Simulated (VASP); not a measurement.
Here is a VASP 6.6.1 calculation.

INCAR

```
PREC = Accurate
ENCUT = 520
EDIFF = 1E-6
ISMEAR = 0
SIGMA = 0.1
LREAL = False
LASPH = True
NELM = 80
ALGO = Normal
ISIF = 2
LWAVE = False
LCHARG = False
GGA = PE
NBANDS = 32
```

The input KPOINTS:

```
regular mesh
0
Gamma
  12 12 4
```

Contents of POSCAR:

```
HfN
1.0
    3.2157737866      0.0000000000      0.0000000000
   -1.6078868933      2.7849417920      0.0000000000
    0.0000000000      0.0000000000      7.8770049054
Hf N
3 3
Direct
    0.0000000000      0.0000000000      0.0000000000
    0.3333333333      0.6666666667      0.3333333333
    0.6666666667      0.3333333333      0.6666666667
    0.0000000000      0.0000000000      0.5000000000
    0.6666666667      0.3333333333      0.1666666667
    0.3333333333      0.6666666667      0.8333333333
```

Potentials or basis: VASP PAW PBE potentials, release 64 (Hf_pv, N).

The run is started by

```sh
$ cat potpaw_PBE.64/Hf_pv/POTCAR potpaw_PBE.64/N/POTCAR > POTCAR
$ mpirun -np 1 vasp_std > vasp.out
```

**Question.** Predict the band gap on the k mesh.

**Answer.** Zero (an odd number of electrons rules out a gap without spin polarisation).

**Question.** Estimate the pressure.

**Answer.** -2.4 GPa.

Caveat: spin-orbit coupling is left out, which moves the levels of the heavy elements.
